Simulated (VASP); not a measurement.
# Rb4SrSn (F-43m) in VASP: single point with PBE

Aim: the single point of Rb4SrSn with PBE.

Everything below comes from runs of VASP 6.6.1. Logs are shortened: lines on timing, memory, paths and dates and some standing lists are left out, and cuts for length are marked.

### Step 1. The cell of the first run

Symmetry: F-43m, No. 216, cubic system. Conventional cell: a = 9.384 Å, b = 9.384 Å, c = 9.384 Å, α = 90.00°, β = 90.00°, γ = 90.00°. Rb (site symmetry 3m) has 6 Rb at 3.31 to 3.33 Å and 3 Sn at 3.89 Å and 3 Sr at 3.89 Å within 4.4 Å. Sr (site symmetry -43m) has 12 Rb at 3.89 Å and 4 Sn at 4.06 Å within 5.1 Å. Sn (site symmetry -43m) has 12 Rb at 3.89 Å and 4 Sr at 4.06 Å within 5.1 Å.

The cell was generated, and may not be a known phase.

### Step 2. Single point, PBE

Input file INCAR:

```
SYSTEM = Rb4SrSn
PREC = Accurate
ENCUT = 520
EDIFF = 1E-6
ISMEAR = 0
SIGMA = 0.1
LREAL = .FALSE.
LASPH = .TRUE.
NELM = 80
ALGO = Normal
ISIF = 2
LWAVE = .FALSE.
LCHARG = .FALSE.
GGA = PE
NBANDS = 39
```

Input file KPOINTS:

```
regular mesh
0
G
  4 4 4
  0 0 0
```

Input file POSCAR:

```
Rb4SrSn
1.0
    0.0000000000      4.6920393300      4.6920393300
    4.6920393300      0.0000000000      4.6920393300
    4.6920393300      4.6920393300      0.0000000000
Rb Sr Sn
4 1 1
Direct
    0.3753429500      0.3753429500      0.8739711600
    0.8739711600      0.3753429500      0.3753429500
    0.3753429500      0.8739711600      0.3753429500
    0.3753429500      0.3753429500      0.3753429500
    0.0000000000      0.0000000000      0.0000000000
    0.7500000000      0.7500000000      0.7500000000
```

Potentials or basis: VASP PAW PBE potentials, release 64 (Rb_sv, Sr_sv, Sn_d).

Command:

```
cat potpaw_PBE.64/Rb_sv/POTCAR potpaw_PBE.64/Sr_sv/POTCAR potpaw_PBE.64/Sn_d/POTCAR > POTCAR
mpirun -np 1 vasp_std > vasp.out
```

OUTCAR:

```text
SYSTEM = Rb4SrSn
   PREC = Accurate
   ENCUT = 520
   EDIFF = 1E-6
   ISMEAR = 0
   LREAL = .FALSE.
   LASPH = .TRUE.
   NELM = 80
   ISIF = 2
   GGA = PE

 ion  position               nearest neighbor table
   1  0.375  0.375  0.874-   2 3.31   3 3.31   4 3.31   4 3.33   3 3.33   2 3.33   6 3.89   6 3.89
                             6 3.89   5 3.89   5 3.89   5 3.89   3 5.75   2 5.75   4 5.75   4 5.75
   2  0.874  0.375  0.375-   1 3.31   3 3.31   4 3.31   4 3.33   1 3.33   3 3.33   6 3.89   6 3.89
                             6 3.89   5 3.89   5 3.89   5 3.89   4 5.75   3 5.75   4 5.75   1 5.75
   3  0.375  0.874  0.375-   1 3.31   2 3.31   4 3.31   1 3.33   4 3.33   2 3.33   6 3.89   6 3.89
                             6 3.89   5 3.89   5 3.89   5 3.89   4 5.75   1 5.75   2 5.75   4 5.75
   4  0.375  0.375  0.375-   1 3.31   2 3.31   3 3.31   1 3.33   3 3.33   2 3.33   6 3.89   6 3.89
                             6 3.89   5 3.89   5 3.89   5 3.89   1 5.75   3 5.75   1 5.75   2 5.75
   5  0.000  0.000  0.000-   2 3.89   3 3.89   1 3.89   2 3.89   1 3.89   3 3.89   4 3.89   4 3.89
                             4 3.89   1 3.89   2 3.89   3 3.89   6 4.06   6 4.06   6 4.06   6 4.06
   6  0.750  0.750  0.750-   1 3.89   2 3.89   3 3.89   4 3.89   4 3.89   4 3.89   2 3.89   3 3.89
                             1 3.89   1 3.89   2 3.89   3 3.89   5 4.06   5 4.06   5 4.06   5 4.06

  LATTYP: Found a face centered cubic cell.
 ALAT       =     9.3840786600

  Lattice vectors:

 A1 = (   0.0000000000,   4.6920393300,   4.6920393300)
 A2 = (   4.6920393300,   0.0000000000,   4.6920393300)
 A3 = (   4.6920393300,   4.6920393300,   0.0000000000)

Analysis of symmetry for initial positions (statically):
=====================================================================
 Subroutine PRICEL returns:
 Original cell was already a primitive cell.

 Routine SETGRP: Setting up the symmetry group for a
 face centered cubic supercell.

 Subroutine GETGRP returns: Found 24 space group operations
 (whereof 24 operations were pure point group operations)
 out of a pool of 48 trial point group operations.

The static configuration has the point symmetry T_d .

Analysis of symmetry for dynamics (positions and initial velocities):
=====================================================================
 Subroutine PRICEL returns:
 Original cell was already a primitive cell.

 Routine SETGRP: Setting up the symmetry group for a
 face centered cubic supercell.

 Subroutine GETGRP returns: Found 24 space group operations
 (whereof 24 operations were pure point group operations)
 out of a pool of 48 trial point group operations.

The dynamic configuration has the point symmetry T_d .

 Subroutine INISYM returns: Found 24 space group operations
 (whereof 24 operations are pure point group operations),
 and found     1 'primitive' translations

----------------------------------------------------------------------------------------

                                     Primitive cell

  volume of cell :     206.5927

  direct lattice vectors                    reciprocal lattice vectors
     0.000000000  4.692039330  4.692039330    -0.106563472  0.106563472  0.106563472
     4.692039330  0.000000000  4.692039330     0.106563472 -0.106563472  0.106563472
     4.692039330  4.692039330  0.000000000     0.106563472  0.106563472 -0.106563472

  length of vectors
     6.635545656  6.635545656  6.635545656     0.184573347  0.184573347  0.184573347

  position of ions in fractional coordinates (direct lattice)
     0.375342950  0.375342950  0.873971160
     0.873971160  0.375342950  0.375342950
     0.375342950  0.873971160  0.375342950
     0.375342950  0.375342950  0.375342950
     0.000000000  0.000000000  0.000000000
     0.750000000  0.750000000  0.750000000

  ion indices of the primitive-cell ions
   primitive index   ion index
                 1           1
                 2           2
                 3           3
                 4           4
                 5           5
                 6           6

----------------------------------------------------------------------------------------

 KPOINTS: regular mesh

Automatic generation of k-mesh.
 Grid dimensions read from file:
 generate k-points for:    4    4    4

 Generating k-lattice:

  Cartesian coordinates                     Fractional coordinates (reciprocal lattice)
    -0.026640868  0.026640868  0.026640868     0.250000000  0.000000000  0.000000000
     0.026640868 -0.026640868  0.026640868     0.000000000  0.250000000  0.000000000
     0.026640868  0.026640868 -0.026640868     0.000000000  0.000000000  0.250000000

  Length of vectors
     0.046143337  0.046143337  0.046143337

  Shift w.r.t. Gamma in fractional coordinates (k-lattice)
     0.000000000  0.000000000  0.000000000

 Subroutine IBZKPT returns following result:
 ===========================================

 Found      8 irreducible k-points:

 Following reciprocal coordinates:
            Coordinates               Weight
  0.000000  0.000000  0.000000      1.000000
  0.250000  0.000000  0.000000      8.000000
  0.500000  0.000000  0.000000      4.000000
  0.250000  0.250000  0.000000      6.000000
  0.500000  0.250000  0.000000     24.000000
 -0.250000  0.250000  0.000000     12.000000
  0.500000  0.500000  0.000000      3.000000
 -0.250000  0.500000  0.250000      6.000000
   k-points           NKPTS =      8   k-points in BZ     NKDIM =      8   number of bands    NBANDS=     39
   number of dos      NEDOS =    301   number of ions     NIONS =      6
   total plane-waves  NPLWV = 125000
   dimension x,y,z NGX =    50 NGY =   50 NGZ =   50
   dimension x,y,z NGXF=   100 NGYF=  100 NGZF=  100
   ions per type =               4   1   1
   NGX,Y,Z   is equivalent  to a cutoff of  12.53, 12.53, 12.53 a.u.
   NGXF,Y,Z  is equivalent  to a cutoff of  25.05, 25.05, 25.05 a.u.
 SYSTEM =  Rb4SrSn
   PREC   = accura    normal or accurate (medium, high low for compatibility)
   ISTART =      0    job   : 0-new  1-cont  2-samecut
   ICHARG =      2    charge: 1-file 2-atom 10-const
   ISPIN  =      1    spin polarized calculation?
   LNONCOLLINEAR =      F non collinear calculations
   LSORBIT =      F    spin-orbit coupling
   LASPH  =      T    aspherical Exc in radial PAW
   ENCUT  =  520.0 eV  38.22 Ry    6.18 a.u.  12.34 12.34 12.34*2*pi/ulx,y,z
   NELM   =     80;   NELMIN=  2; NELMDL= -5     # of ELM steps
   EDIFF  = 0.1E-05   stopping-criterion for ELM
   LREAL  =      F    real-space projection
   EDIFFG = 0.1E-04   stopping-criterion for IOM
   NSW    =      0    number of steps for IOM
   IBRION =     -1    ionic relax: 0-MD 1-quasi-New 2-CG
   NFREE  =      0    steps in history (QN), initial steepest desc. (CG)
   ISIF   =      2    stress and relaxation
   ISYM   =      2    0-nonsym 1-usesym 2-fastsym
   POTIM  = 0.5000    time-step for ionic-motion
   TEBEG  =    0.0;   TEEND  =   0.0 temperature during run
   PSTRESS=    0.0 pullay stress
   NELECT =      60.0000    total number of electrons
   NUPDOWN=      -1.0000    fix difference up-down
   EMIN   =  10.00;   EMAX   =-10.00  energy-range for DOS
   EFERMI =   0.00;   METHOD = LEGACY
   ISMEAR =     0;   SIGMA  =   0.10  broadening in eV -4-tet -1-fermi 0-gaus
   EFERMI_NEDOS =   21; number of points for ismear=-14 and -15
   IALGO  =     38    algorithm
   IMIX   =      4    mixing-type and parameters
     AMIX     =   0.40;   BMIX     =  1.00
     AMIX_MAG =   1.60;   BMIX_MAG =  1.00
  volume/ion in A,a.u.               =      34.43       232.36
  Fermi-wavevector in a.u.,A,eV,Ry     =   1.084144  2.048735 15.991853  1.175368
  Thomas-Fermi vector in A             =   2.220227
   LORBIT       =      0    0 simple, 1 ext, 2 COOP (PROOUT), +10 PAW based schemes
   GGA     = PE    functional components
   LHFCALC =     F    Hartree Fock is set to
   AEXX    =    0.0000 exact exchange contribution
   IVDW    =     0    specifies the selected vdW correction
   LEPSILON=     F    determine dielectric tensor
   LRPA    =     F    only Hartree local field effects (RPA)
 non-spin polarized calculation
 Gauss-broadening in eV      SIGMA  =   0.10
  energy-cutoff  :      520.00
  volume of cell :      206.59
 maximum number of plane-waves:      5601
 NGX is ok and might be reduce to    50
   NGX = 25   NGY = 25   NGZ = 25

 number of electron      60.0000007 magnetization

 Free energy of the ion-electron system (eV)
  ---------------------------------------------------
  ext. energy  EPLUGINS =         0.00000000
  ---------------------------------------------------
  free energy    TOTEN  =        -5.31773216 eV

  energy without entropy =       -5.30767552  energy(sigma->0) =       -5.31270384

 E-fermi :   3.9338     XC(G=0):  -8.6835

 val. band max:        3.8151930340   @ k =   0.2500   0.2500   0.0000
 cond. band min:       3.9672952823   @ k =   0.2500   0.0000   0.0000
 fundamental gap:      0.1521022482
 Fermi energy:         3.9337928446

 k-point     1 :       0.0000    0.0000    0.0000
  band No.  band energies     occupation
      1     -33.0217      2.00000
      2     -25.6003      2.00000
      3     -25.2025      2.00000
      4     -25.2025      2.00000
      5     -25.2025      2.00000
      6     -16.8732      2.00000
[... 31 lines left out ...]
     38       5.8121      0.00000
     39       5.8121      0.00000

 k-point     2 :       0.2500    0.0000    0.0000
  band No.  band energies     occupation
      1     -33.0216      2.00000
      2     -25.5610      2.00000
      3     -25.2469      2.00000
      4     -25.2028      2.00000
      5     -25.2028      2.00000
      6     -16.8731      2.00000
[... 241 lines left out ...]
     38       6.0440      0.00000
     39       6.2645      0.00000

 k-point     8 :      -0.2500    0.5000    0.2500
  band No.  band energies     occupation
      1     -33.0216      2.00000
      2     -25.4107      2.00000
      3     -25.4048      2.00000
      4     -25.2037      2.00000
      5     -25.2036      2.00000
      6     -16.8729      2.00000
[... 31 lines left out ...]
     38       6.2122      0.00000
     39       6.2553      0.00000

------------------------ aborting loop because EDIFF is reached ----------------------------------------

  FORCE on cell =-STRESS in cart. coord.  units (eV):
  Direction    XX          YY          ZZ          XY          YZ          ZX
  --------------------------------------------------------------------------------------
  -------------------------------------------------------------------------------------
  Total        9.2706127      9.2706127      9.2706127      0.0000000      0.0000000      0.0000000
  in kB       71.8958945     71.8958945     71.8958945      0.0000000      0.0000000      0.0000000
  external PRESSURE =      71.8958945 kB  Pullay stress =       0.0000000 kB

 VOLUME and BASIS-vectors are now :
 -----------------------------------------------------------------------------
  energy-cutoff  :      520.00
  volume of cell :      206.59
      direct lattice vectors                 reciprocal lattice vectors
     0.000000000  4.692039330  4.692039330    -0.106563472  0.106563472  0.106563472
     4.692039330  0.000000000  4.692039330     0.106563472 -0.106563472  0.106563472
     4.692039330  4.692039330  0.000000000     0.106563472  0.106563472 -0.106563472

 POSITION                                       TOTAL-FORCE (eV/Angst)
 -----------------------------------------------------------------------------------
      5.86183      5.86183      3.52225        -0.159877     -0.159877      0.159877
      3.52225      5.86183      5.86183         0.159877     -0.159877     -0.159877
      5.86183      3.52225      5.86183        -0.159877      0.159877     -0.159877
      3.52225      3.52225      3.52225         0.159877      0.159877      0.159877
      0.00000      0.00000      0.00000         0.000000     -0.000000     -0.000000
      7.03806      7.03806      7.03806         0.000000     -0.000000     -0.000000
 -----------------------------------------------------------------------------------
    total drift:                               -0.000056     -0.000056     -0.000056

  FREE ENERGIE OF THE ION-ELECTRON SYSTEM (eV)
  ---------------------------------------------------
  free  energy   TOTEN  =        -5.3177321644 eV

  energy  without entropy=       -5.3076755212  energy(sigma->0) =       -5.31270384
```

It took 60 s on 1 thread of Intel Xeon Platinum 8488C (Sapphire Rapids), shared host; peak memory 0.36 GiB.

Results:

```yaml
Free_energy: -5.3177 eV
Pressure: 7.2 GPa
Largest_force: 0.277 eV/Å
Band_gap_on_the_k_mesh: zero (bands 30 and 31 overlap by 0.50 eV)
```

Forces on the atoms (eV/Å):
```
Rb  -0.160 -0.160  0.160
Rb   0.160 -0.160 -0.160
Rb  -0.160  0.160 -0.160
Rb   0.160  0.160  0.160
Sr   0.000  0.000  0.000
Sn   0.000  0.000  0.000
```

Caveat: the cell stands under pressure; spin-orbit coupling is left out, which moves the levels of the heavy elements.

The gap in the log of VASP goes by the Fermi energy; the results here count the filled bands.